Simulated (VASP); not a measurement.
A run of VASP 6.6.1 is set up as follows.

Contents of INCAR:

```
ALGO = Normal ; EDIFF = 1E-6
ENCUT = 520 ; GGA = PE
ISIF = 2 ; ISMEAR = -1
LASPH = True ; LCHARG = False
LREAL = False ; LWAVE = False
NBANDS = 16 ; NELM = 60
PREC = Accurate ; SIGMA = 0.05
```

File KPOINTS:

```
k-points
0
Gamma
  6 6 4
```

Contents of POSCAR:

```
Te
1.0
    4.4094600000      0.0000000000      0.0000000000
   -2.2047300000      3.8187043770      0.0000000000
    0.0000000000      0.0000000000      5.9240000000
Te
3
Direct
    0.7220378682      0.7220378682      0.0000000000
    0.0000000000      0.2779621318      0.6666666667
    0.2779621318      0.0000000000      0.3333333333
```

Potentials or basis: VASP PAW PBE potentials, release 64 (Te).

The run is started by

```sh
$ cat potpaw_PBE.64/Te/POTCAR > POTCAR
$ mpirun -np 1 vasp_std > vasp.out
```

(1) Predict the pressure.

(2) Predict the band gap on the k mesh.

Answers

(1) 1.5 GPa.

(2) 0.13 eV, direct.

Caveat: spin-orbit coupling is left out, which moves the levels of the heavy elements.
